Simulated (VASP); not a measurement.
Input of a VASP 6.6.1 run:

The input INCAR:

```
PREC = Accurate ; ENCUT = 520
EDIFF = 1E-6 ; ISMEAR = -1
SIGMA = 0.06122561905347299 ; LREAL = F
LASPH = T ; NELM = 100
ALGO = Normal ; ISIF = 2
LWAVE = F ; LCHARG = T
GGA = PE ; LELF = T
LVHAR = T ; NBANDS = 18
```

The input KPOINTS:

```
regular mesh
0
Gamma
  13 13 13
```

File POSCAR:

```
Fe2O
1.0
    0.0000000000      2.4975324813      2.4975324813
    2.4975324813      0.0000000000      2.4975324813
    2.4975324813      2.4975324813      0.0000000000
Fe O
2 1
Direct
    0.2500000000      0.2500000000      0.2500000000
    0.7500000000      0.7500000000      0.7500000000
    0.0000000000      0.0000000000      0.0000000000
```

Potentials or basis: VASP PAW PBE potentials, release 64 (Fe, O).

Command:

```console
$ cat potpaw_PBE.64/Fe/POTCAR potpaw_PBE.64/O/POTCAR > POTCAR
$ mpirun -np 1 vasp_std > vasp.out
```

(1) What does it give for the pressure?

(2) What does it give for the band gap on the k mesh?

Results:

(1) -10.1 GPa.

(2) zero (band 11 reaches 6.70 eV, above the bottom of band 12 at 5.74 eV).

Caveat: the run has no spin polarisation, though such a crystal can be magnetic.
